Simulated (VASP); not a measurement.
A run of VASP 6.6.1:

The input INCAR:

```
PREC = Accurate ; ENCUT = 520
EDIFF = 1E-7 ; ISMEAR = -1
SIGMA = 0.1 ; LREAL = False
LASPH = True ; NELM = 80
ALGO = Normal ; ISIF = 2
LWAVE = False ; LCHARG = False
GGA = RP ; NBANDS = 16
```

Contents of KPOINTS:

```
regular mesh
0
Gamma
  24 24 13
```

The input POSCAR:

```
Co
1.0
    2.5424980374      0.0000000000      0.0000000000
   -1.2712490187      2.2018678895      0.0000000000
    0.0000000000      0.0000000000      4.0964494102
Co
2
Direct
    0.3333333333      0.6666666667      0.2500000000
    0.6666666667      0.3333333333      0.7500000000
```

Potentials or basis: VASP PAW PBE potentials, release 64 (Co).

Command:

```sh
$ cat potpaw_PBE.64/Co/POTCAR > POTCAR
$ mpirun -np 1 vasp_std > vasp.out
```

Hardware: 1 thread of Intel(R) Xeon(R) 6975P-C (Granite Rapids), with other jobs on the host.

How long does it take, and how much memory?

Run time: 54 s on 1 thread of Intel(R) Xeon(R) 6975P-C (Granite Rapids), on a shared host, peak memory 0.24 GiB. Counts: scf iterations 14, k points 427.
